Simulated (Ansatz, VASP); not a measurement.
**HfO2: VASP beside Ansatz**

Contents of POSCAR:

```
HfO2
1.0
    0.0000000000      2.1738750000      2.5575000000
    2.5575000000      0.0000000000      2.5575000000
    2.5575000000      2.1738750000      0.0000000000
Hf O
1 2
Direct
    0.0000000000      0.0000000000      0.0000000000
    0.2500000000      0.2500000000      0.2500000000
    0.7500000000      0.7500000000      0.7500000000
```

INCAR.step1

```
  PREC = Accurate
  ENCUT = 520
  ISMEAR = 0
  SIGMA = 0.05
  LREAL = False
  LASPH = True
  NELM = 60
  NBANDS = 18
  GGA = PE
  ALGO = Normal
  EDIFF = 1E-4
  LWAVE = True
  LCHARG = False
```

The input INCAR.step2:

```
  PREC = Accurate
  ENCUT = 520
  EDIFF = 1E-6
  ISMEAR = 0
  SIGMA = 0.05
  LREAL = False
  LASPH = True
  NELM = 60
  ALGO = Normal
  ISIF = 2
  LWAVE = False
  LCHARG = True
  METAGGA = R2SCAN
  LMIXTAU = True
  LELF = True
  LVHAR = True
  NBANDS = 18
  ISTART = 1
```

KPOINTS

```
regular mesh
0
Gamma
  8 8 8
```

Input for Ansatz:

```yaml
crystal:
  lattice:
    - [0.0, 2.173875, 2.5575]
    - [2.5575, 0.0, 2.5575]
    - [2.5575, 2.173875, 0.0]
  atoms:
    - { symbol: Hf, position: [0.0, 0.0, 0.0] }
    - { symbol: O, position: [0.25, 0.25, 0.25] }
    - { symbol: O, position: [0.75, 0.75, 0.75] }
basis:
  ecutwfc: 500
kpoints:
  mp_grid: { grid: [8, 8, 8] }
hamiltonian:
  xc: r2scan
scf:
  occupations: { method: gaussian, width: 0.05 }
output:
  forces: true
  stress: true
  eigenvalues: true
```

Change from the starting cell: strain -0.1500 x Voigt [0, 1, 0, 0, 0, 0], atoms carried along.

Alike in both runs: task single point; functional r2SCAN; k mesh 8 × 8 × 8; occupations gaussian, width 0.05 eV; no spin polarisation.

|  | VASP | Ansatz |
| --- | --- | --- |
| version | VASP 6.6.1 | Ansatz 0.2.0 |
| potentials or method | VASP PAW PBE potentials, release 64 (Hf_pv, O), cutoff 520 eV | scalar-relativistic, plane waves, PAW |
| valence electrons in the cell | 22 | 38 |

```csv
,VASP,Ansatz,Ansatz less VASP
gap on the k mesh at the Fermi level (eV),1.81,1.82,+0.002
least direct gap on the mesh (eV),2.27,2.28,+0.002
pressure (GPa),42.5,47.5,+4.97
"traceless stress, the component that is largest in VASP (GPa)",66.58,65.45,-1.133
```

VASP's potentials were made for PBE, not for r2SCAN. The pressures are high and differ by over a tenth, so treat them with care. VASP's potentials hold 22 valence electrons a cell and Ansatz's 38, so a difference there can come from the potentials and not from the codes.

Spin-orbit coupling is off throughout.
